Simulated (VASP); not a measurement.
A run of VASP 6.6.1 is set up as follows.

File INCAR:

```
SYSTEM = Cu
  PREC = Accurate
  ENCUT = 520
  EDIFF = 1E-7
  ISMEAR = -1
  SIGMA = 0.15
  LREAL = .False.
  LASPH = .True.
  NELM = 80
  ALGO = Normal
  ISIF = 2
  LWAVE = .False.
  LCHARG = .False.
  GGA = PS
  NBANDS = 18
```

The input KPOINTS:

```
regular mesh
0
Gamma
  10 10 6
  0 0 0
```

File POSCAR:

```
Cu
1.0
    2.4882205543      0.0000000000      0.0000000000
   -1.2441102722      2.1548622084      0.0000000000
    0.0000000000      0.0000000000      4.0381189141
Cu
2
Direct
    0.3333333333      0.6666666667      0.2500000000
    0.6666666667      0.3333333333      0.7500000000
```

Potentials or basis: VASP PAW PBE potentials, release 64 (Cu).

Command:

```console
$ cat potpaw_PBE.64/Cu/POTCAR > POTCAR
$ mpirun -np 1 vasp_std > vasp.out
```

Q: Estimate the band gap on the k mesh.

A: Zero (band 11 reaches 11.72 eV, above the bottom of band 12 at 6.44 eV).

Q: Estimate the pressure.

A: 9.4 GPa.

Stress tensor (GPa, compression positive):
```
 8.96  0.00  0.00
 0.00  8.96  0.00
 0.00  0.00 10.27
```

Caveat: the PAW data sets were made with another functional, which shifts forces and pressure a little.
